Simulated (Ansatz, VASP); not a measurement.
**One calculation of WC, two programs**

INCAR

```
  PREC = Accurate
  ENCUT = 520
  EDIFF = 1E-6
  ISMEAR = 0
  SIGMA = 0.15
  LREAL = F
  LASPH = T
  NELM = 100
  ALGO = Normal
  ISIF = 2
  LWAVE = F
  LCHARG = T
  GGA = PS
  LELF = T
  LVHAR = T
  NBANDS = 16
```

KPOINTS

```
regular mesh
0
Gamma
  18 18 18
```

Contents of POSCAR:

```
WC
1.0
    0.0000000000      2.3680987200      2.1926840000
    2.3680987200      0.0000000000      2.1926840000
    2.3680987200      2.3680987200      0.0000000000
W C
1 1
Direct
    0.0000000000      0.0000000000      0.0000000000
    0.5000000000      0.5000000000      0.5000000000
```

Input for Ansatz:

```yaml
crystal:
  lattice:
    - [0.0, 2.36809872, 2.192684]
    - [2.36809872, 0.0, 2.192684]
    - [2.36809872, 2.36809872, 0.0]
  atoms:
    - { symbol: W, position: [0.0, 0.0, 0.0] }
    - { symbol: C, position: [0.5, 0.5, 0.5] }
basis:
  ecutwfc: 420
kpoints:
  mp_grid: { grid: [18, 18, 18] }
hamiltonian:
  xc: pbesol
scf:
  occupations: { method: gaussian, width: 0.15 }
output:
  forces: true
  stress: true
  eigenvalues: true
```

Change from the starting cell: strain +0.080 along x and y, +0.000 along z, atoms carried along.

Alike in both runs: task single point; functional PBEsol; k mesh 18 × 18 × 18; occupations gaussian, width 0.15 eV; no spin polarisation.

```csv
,VASP,Ansatz
version,VASP 6.6.1,Ansatz 0.2.0
potentials or method,"VASP PAW PBE potentials, release 64 (W_sv, C), cutoff 520 eV","scalar-relativistic, plane waves, PAW"
valence electrons in the cell,18,18
```

|  | VASP | Ansatz | Ansatz less VASP |
| --- | --- | --- | --- |
| gap on the k mesh at the Fermi level (eV) | none | none | - |
| pressure (GPa) | -43.8 | -44.3 | -0.52 |
| traceless stress, the component that is largest in VASP (GPa) | 13.21 | 13.10 | -0.110 |

VASP's potentials were made for PBE, not for PBEsol. A gap of «none» marks a metal or a gap that the smearing closes. Both programs put the cell under strong tension, so it lies far from rest at this level.

Neither program's run includes spin-orbit coupling. Noted on VASP's run: the cell as given lies far from equilibrium.
